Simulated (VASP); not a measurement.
The system is LaGa2Rh3.

```xyz
6
Lattice="5.6956 0.0000 0.0000 -2.8478 4.9325 0.0000 0.0000 0.0000 3.7812" Properties=species:S:1:pos:R:3 pbc="T T T"
Ga    2.8478    1.6442    0.0000
Ga    0.0000    3.2884    0.0000
La    0.0000    0.0000    0.0000
Rh   -1.4239    2.4663    1.8906
Rh    1.4239    2.4663    1.8906
Rh    2.8478    0.0000    1.8906
```

```yaml
Program: VASP 6.6.1
Task: relaxation of cell and atoms
Functional: PBEsol
Potentials_or_basis: VASP PAW PBE potentials, release 64 (Ga_d, La, Rh_pv)
Cutoff: 600 eV
k_mesh: 6 × 6 × 8
Occupations: gaussian, width 0.05 eV
Spin: no spin polarisation
```

At the start: pressure -4.5 GPa; volume 17.70 Å³/atom.

Task: How do energy, volume and symmetry change on relaxing?

Result: Over 10 steps the energy falls by 8.5 meV/atom and the volume is 17.16 Å³/atom (-3.1 %); space group P6/mmm (No. 191, to 0.1 Å) before and after.

Step by step:
```csv
step,energy change (eV),largest force (eV/Å),pressure (GPa),volume (Å³)
1,0.0000,0.0000,-4.47,106.23
2,0.0438,0.0000,7.33,98.81
3,-0.0463,0.0000,0.05,103.05
4,-0.0472,0.0000,0.15,102.98
5,-0.0508,0.0000,0.09,102.95
6,-0.0510,0.0000,0.07,102.94
7,-0.0511,0.0000,0.05,102.94
8,-0.0511,0.0000,0.05,102.93
9,-0.0511,0.0000,-0.05,103.02
10,-0.0511,0.0000,0.00,102.98
```

Final structure:
```
CELL_PARAMETERS angstrom
5.61096 0.00000 0.00000
-2.80548 4.85924 0.00000
0.00000 0.00000 3.77691
ATOMIC_POSITIONS crystal
Ga 0.66667 0.33333 0.00000
Ga 0.33333 0.66667 0.00000
La 0.00000 0.00000 0.00000
Rh 0.00000 0.50000 0.50000
Rh 0.50000 0.50000 0.50000
Rh 0.50000 0.00000 0.50000
```

Caveat: the PAW data sets were made with another functional, which shifts forces and pressure a little.
